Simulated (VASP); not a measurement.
A run of VASP 6.6.1 is set up as follows.

The input INCAR:

```
SYSTEM = Zn4HO4
  PREC = Accurate
  ENCUT = 1000
  EDIFF = 1E-6
  ISMEAR = 0
  SIGMA = 0.05
  LREAL = .False.
  LASPH = .True.
  NELM = 120
  ALGO = Normal
  ISIF = 2
  LWAVE = .False.
  LCHARG = .False.
  GGA = PS
  NBANDS = 46
  GGA_COMPAT = .False.
```

KPOINTS

```
Automatic mesh
0
Gamma
  4 4 8
  0 0 0
```

File POSCAR:

```
Zn4HO4
1.0
    5.5148137916      0.0000000000      0.0000000000
    0.0000000000      5.5148137916      0.0000000000
    0.0000000000      0.0000000000      3.2430062931
Zn O H
4 4 1
Direct
    0.1820657240      0.1820657240      0.5000000000
    0.8179342760      0.8179342760      0.5000000000
    0.6820657240      0.3179342760      0.0000000000
    0.3179342760      0.6820657240      0.0000000000
    0.8180023132      0.1819976868      0.5000000000
    0.1819976868      0.8180023132      0.5000000000
    0.6819976868      0.6819976868      0.0000000000
    0.3180023132      0.3180023132      0.0000000000
    1.0000405349     -0.1180023132      0.5000000000
```

Potentials or basis: VASP PAW PBE potentials, release 64 (Zn, O_h, H_h).

Run with:

```console
$ cat potpaw_PBE.64/Zn/POTCAR potpaw_PBE.64/O_h/POTCAR potpaw_PBE.64/H_h/POTCAR > POTCAR
$ mpirun -np 1 vasp_std > vasp.out
```

Q: Estimate the largest force.

A: 22.007 eV/Å.

Q: What does it give for the pressure?

A: 22.6 GPa.

Q: Predict the band gap on the k mesh.

A: Zero (an odd number of electrons rules out a gap without spin polarisation).

Stress tensor (GPa, compression positive):
```
44.91 11.55  0.00
11.55 13.88  0.00
 0.00  0.00  8.99
```

Caveat: atoms lie so close that the PAW spheres overlap strongly, which falsifies energies and pressures; the PAW data sets were made with another functional, which shifts forces and pressure a little; an odd number of electrons without spin polarisation forces a metal; a magnetic or distorted state may lie lower.
